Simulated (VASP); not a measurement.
Runs of VASP 6.6.1 on Ir. The structure is that of space group Fm-3m (No. 225), or close to it. The cells are those of the table. 

| task | potentials or basis | cell | k mesh | cutoff (eV) | smearing | second run | gap on the mesh (eV) | pressure (GPa) | relaxed volume (Å³/atom) |
| --- | --- | --- | --- | --- | --- | --- | --- | --- | --- |
| single point | VASP PAW PBE potentials, release 64 (Ir_sv_GW) | a = 2.718 Å, angles 60.1°, 1 atom | 8 × 8 × 8, shifted | 550 | fermi-dirac 0.1 eV | valence_matched | none | -2.1 | - |
| single point | VASP PAW PBE potentials, release 64 (Ir) | a = 2.722 Å, angles 60.0°, 1 atom | 8 × 8 × 8 | 520 | methfessel-paxton 0.01 eV | - | none | 2.5 | - |
| relaxation of cell and atoms | VASP PAW PBE potentials, release 64 (Ir_sv_GW) | relaxed from a = 2.681 Å, angles 60.0°, 1 atom | 8 × 8 × 8 | 550 | fermi-dirac 0.1 eV | valence_matched | none | -0.1 | 14.18 |
| single point | VASP PAW PBE potentials, release 64 (Ir) | a = 2.718 Å, angles 60.1°, 1 atom | 8 × 8 × 8, shifted | 520 | fermi-dirac 0.1 eV | - | none | 2.5 | - |
| single point | VASP PAW PBE potentials, release 64 (Ir_sv_GW) | a = 2.722 Å, angles 60.0°, 1 atom | 8 × 8 × 8 | 550 | fermi-dirac 0.1 eV | valence_matched | none | (b) | - |
| relaxation of cell and atoms | VASP PAW PBE potentials, release 64 (Ir) | relaxed from a = 2.681 Å, angles 60.0°, 1 atom | 8 × 8 × 8 | 600 | fermi-dirac 0.1 eV | - | none | 0.0 | 14.36 |
| single point | VASP PAW PBE potentials, release 64 (Ir) | a = 2.722 Å, angles 60.0°, 1 atom | 8 × 8 × 8 | 520 | fermi-dirac 0.1 eV | - | none | 2.4 | - |
| relaxation of cell and atoms | VASP PAW PBE potentials, release 64 (Ir) | relaxed from a = 2.681 Å, angles 60.0°, 1 atom | 8 × 8 × 8 | 600 | methfessel-paxton 0.01 eV | - | none | 0.0 | (a) |

Alike in all rows: level r2SCAN; no spin polarisation.

Task: Fill in the values left out.

Result: (a) 14.35; (b) -2.2.

Caveats: the PAW data sets were made with another functional, which shifts forces and pressure a little; spin-orbit coupling is left out, which moves the levels of the heavy elements.

A k mesh can miss the band edges, and the runs leave out spin-orbit coupling on Ir.

A gap of «none» marks levels without a gap at the run's occupations.

The runs don't all hold the same shells in valence.
